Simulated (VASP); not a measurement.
Set up this calculation in VASP 6.6.1, as the native input.

| Quantity | Value |
| --- | --- |
| Task | relaxation of cell and atoms |
| Functional | revPBE |
| Potentials or basis | VASP PAW PBE potentials, release 64 (Ni) |
| Cutoff | 600 eV |
| k mesh | 14 × 14 × 8 |
| Occupations | fermi-dirac, width 0.05 eV |
| Spin | collinear spin, ferromagnetic start |
| Starting moments | [0.8, 0.8] μB |
| Dipole correction | no |
| Further INCAR settings | ALGO = Normal; EDIFF = 1e-06; IBRION = 2; EDIFFG = -0.01; NSW = 80; ISIF = 3 |

The structure of Ni lies in POSCAR:

```
Ni
1.0
    2.4917559660      0.0000000000      0.0000000000
   -1.2458779830      2.1579239666      0.0000000000
    0.0000000000      0.0000000000      4.0690374925
Ni
2
Direct
    0.3333333333      0.6666666667      0.2500000000
    0.6666666667      0.3333333333      0.7500000000
```

These files were run (other wordings do the same):

INCAR

```
SYSTEM = Ni
ALGO = Normal ; EDIFF = 1E-6
EDIFFG = -0.01 ; ENCUT = 600
GGA = RE ; IBRION = 2
ISIF = 3 ; ISMEAR = -1
ISPIN = 2 ; LASPH = .TRUE.
LCHARG = .FALSE. ; LMAXMIX = 4
LORBIT = 11 ; LREAL = .FALSE.
LWAVE = .FALSE. ; MAGMOM = 0.8 0.8
NELM = 150 ; NSW = 80
PREC = Accurate ; SIGMA = 0.05
```

KPOINTS

```
k-points
0
G
  14 14 8
  0 0 0
```

Potentials or basis: VASP PAW PBE potentials, release 64 (Ni).

Run with:

```sh
$ cat potpaw_PBE.64/Ni/POTCAR > POTCAR
$ mpirun -np 1 vasp_std > vasp.out
```

It gave:

```json
{
 "Relaxed volume": "11.16 Å³/atom",
 "Relaxed cell": "a = 2.505 Å, b = 2.505 Å, c = 4.107 Å, α = 90.00°, β = 90.00°, γ = 120.00°",
 "Space group after relaxing (to 0.05 Å)": "P6_3/mmc (No. 194)",
 "Energy gained by relaxing": "2.7 meV/atom",
 "Ionic steps": "6",
 "Pressure after relaxing": "0.0 GPa",
 "Net moment": "1.32 μB per cell",
 "Site moments": "Ni +0.67 μB",
 "Valence electrons inside the program's atomic spheres": "Ni 9.26"
}
```

Caveat: the PAW data sets were made with another functional, which shifts forces and pressure a little.

Run time: 4.4 min on 1 thread of Intel Xeon 6975P-C, with other jobs on the host, peak memory 0.21 GiB.
